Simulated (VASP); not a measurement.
Set up this calculation in VASP 6.6.1, as the native input.

| Quantity | Value |
| --- | --- |
| Task | single point |
| Functional | PBE |
| Potentials or basis | VASP PAW PBE potentials, release 64 (Te, Cd) |
| Cutoff | 520 eV |
| k mesh | 6 × 6 × 5 |
| Occupations | fermi-dirac, width 0.05 eV |
| Spin | no spin polarisation |
| Dipole correction | no |
| Further INCAR settings | ALGO = Normal; EDIFF = 1e-06; NBANDS = 26 |

The structure of CdTe lies in POSCAR:

```
CdTe
1.0
    3.1056284021     -3.1353322095      0.0000000000
    3.1056284021      3.1353322095      0.0000000000
    0.0000000000      0.0000000000      6.1708013492
Te Cd
2 2
Direct
    0.2338630000      0.7661370000      0.2500000000
    0.7661370000      0.2338630000      0.7500000000
    0.7229700000      0.2770300000      0.2500000000
    0.2770300000      0.7229700000      0.7500000000
```

One way to write it, as run:

INCAR

```
  PREC = Accurate
  ENCUT = 520
  EDIFF = 1E-6
  ISMEAR = -1
  SIGMA = 0.05
  LREAL = F
  LASPH = T
  NELM = 100
  ALGO = Normal
  ISIF = 2
  LWAVE = F
  LCHARG = F
  GGA = PE
  NBANDS = 26
```

KPOINTS

```
Automatic mesh
0
Gamma
  6 6 5
```

Potentials or basis: VASP PAW PBE potentials, release 64 (Te, Cd).

Command:

```sh
$ cat potpaw_PBE.64/Te/POTCAR potpaw_PBE.64/Cd/POTCAR > POTCAR
$ mpirun -np 1 vasp_std > vasp.out
```

It gave:

| Property | Result |
| --- | --- |
| Pressure | -1.7 GPa |
| Largest force | 0.042 eV/Å |
| Band gap on the k mesh | zero (band 18 reaches 3.45 eV, above the bottom of band 19 at 2.18 eV) |

Caveat: spin-orbit coupling is left out, which moves the levels of the heavy elements.

Run time: 2.4 min on 1 thread of AMD EPYC 7R13 (shared host), peak memory 0.28 GiB.
